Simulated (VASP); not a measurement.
HfN: single point with PBE

HfN:

```xyz
4
Lattice="2.9697 0.0000 0.0000 -1.4848 2.5718 0.0000 0.0000 0.0000 5.6399" Properties=species:S:1:pos:R:3 pbc="T T T"
Hf    1.4848    0.8573    4.2299
Hf    0.0000    1.7145    1.4100
N     0.0000    0.0000    0.0000
N     0.0000    0.0000    2.8200
```

This cell differs from its parent crystal: biaxial strain in the a-b plane: -6.0 %, then relaxed in part.

| Property | Result |
| --- | --- |
| Program | VASP 6.6.1 |
| Task | single point |
| Functional | PBE |
| Potentials or basis | VASP PAW PBE potentials, release 64 (Hf_pv, N) |
| Cutoff | 520 eV |
| k mesh | 18 × 18 × 10 |
| Occupations | gaussian, width 0.1 eV |
| Spin | no spin polarisation |
| Dipole correction | no |
| Further INCAR settings | ALGO = Normal; EDIFF = 1e-06; NBANDS = 23 |

* Pressure: 25.5 GPa
* Band gap on the k mesh: zero (bands 15 and 16 overlap by 2.20 eV)

Stress tensor (GPa, compression positive):
```
39.56  0.00  0.00
 0.00 39.56  0.00
 0.00  0.00 -2.65
```

Levels at points of the mesh, in eV from the Fermi level:
| k point | band 11 | band 12 | band 13 | band 14 | band 15 | band 16 | band 17 | band 18 | band 19 | band 20 |
| --- | --- | --- | --- | --- | --- | --- | --- | --- | --- | --- |
| (0.00, 0.00, 0.00) | -4.14 | -3.09 | -3.09 | -2.22 | -1.61 | 0.96 | 0.96 | 2.24 | 2.52 | 2.99 |
| (0.50, 0.00, 0.00) | -5.61 | -5.14 | -2.98 | -2.82 | -2.72 | 2.06 | 3.17 | 4.85 | 5.68 | 6.17 |
| (0.00, 0.00, 0.50) | -3.80 | -3.80 | -3.80 | -3.80 | 1.49 | 1.49 | 2.96 | 2.96 | 2.96 | 2.96 |
| (0.50, 0.00, 0.50) | -5.88 | -5.88 | -4.09 | -4.09 | -0.16 | -0.16 | 5.77 | 5.77 | 6.06 | 6.06 |

Run time: 2.3 min on 1 thread of Intel(R) Xeon(R) Platinum 8488C (Sapphire Rapids), with other jobs on the host, peak memory 0.31 GiB.

Caveat: the cell differs from its parent crystal (biaxial strain in the a-b plane: -6.0 %, then relaxed in part); the cell stands under pressure; spin-orbit coupling is left out, which moves the levels of the heavy elements.
